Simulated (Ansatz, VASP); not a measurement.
**One calculation of Nb3H, two programs**

Contents of INCAR:

```
SYSTEM = Nb3H
PREC = Accurate
ENCUT = 520
EDIFF = 1E-6
ISMEAR = 0
SIGMA = 0.1
LREAL = .FALSE.
LASPH = .TRUE.
NELM = 150
ALGO = Normal
ISIF = 2
LWAVE = .FALSE.
LCHARG = .FALSE.
ISPIN = 2
MAGMOM = 0 0 0 1
LORBIT = 11
LMAXMIX = 4
LDIPOL = .TRUE.
IDIPOL = 3
DIPOL = 0.5 0.5 0.327
NBANDS = 32
```

KPOINTS

```
regular mesh
0
G
  9 9 1
  0 0 0
```

POSCAR

```
Nb3H
1.0
    2.9270177637      0.0000000000      0.0000000000
    0.0000000000      2.9270177637      0.0000000000
    0.0000000000      0.0000000000     21.1957939222
Nb H
3 1
Direct
    0.5000000000      0.5000000000      0.1887166867
    0.0000000000      0.0000000000      0.2876907936
    0.5000000000      0.5000000000      0.3866707684
    0.5000000000      1.0000000000      0.4465883164
```

Input for Ansatz:

```yaml
crystal:
  lattice:
    - [2.9270177637, 0.0, 0.0]
    - [0.0, 2.9270177637, 0.0]
    - [0.0, 0.0, 21.1957939222]
  atoms:
    - { symbol: Nb, position: [0.5, 0.5, 0.1887166867] }
    - { symbol: Nb, position: [0.0, 0.0, 0.2876907936] }
    - { symbol: Nb, position: [0.5, 0.5, 0.3866707684] }
    - { symbol: H, position: [0.5, 1.0, 0.4465883164], spin: 1.0 }
basis:
  ecutwfc: 420
kpoints:
  mp_grid: { grid: [9, 9, 1] }
hamiltonian:
  xc: lda
scf:
  occupations: { method: gaussian, width: 0.1 }
output:
  forces: true
  eigenvalues: true
  populations: true
  write_density: true
  write_potential: true
  elf: true
  volumetric_format: npy
magnetization:
  spin_polarized: true
efield:
  axis: 3
  dipole_correction: true
  ramp_width: 0.04
```

Alike in both runs: task single point; functional LDA; k mesh 9 × 9 × 1; occupations gaussian, width 0.1 eV; collinear spin.

|  | VASP | Ansatz |
| --- | --- | --- |
| version | VASP 6.6.1 | Ansatz 0.2.0 |
| potentials or method | VASP PAW LDA potentials, release 64 (Nb_sv, H), cutoff 520 eV | scalar-relativistic, plane waves, PAW |
| valence electrons in the cell | 40 | 40 |

|  | VASP | Ansatz | Ansatz less VASP |
| --- | --- | --- | --- |
| gap on the k mesh at the Fermi level (eV) | none | none | - |
| rms of the force components (eV/Å) | 0.195 | 0.195 | +0.0001 |
| net moment per atom (μB) | 0.00 | 0.00 | 0.000 |

LDA's correlation is that of Perdew and Zunger in VASP and of Perdew and Wang (1992) in Ansatz. Atom by atom the forces differ by 0.001 eV/Å (rms over components). A gap of «none» marks a metal or a gap that the smearing closes. Ansatz's warnings: seeded moment not kept, xc potential rough in thin density.
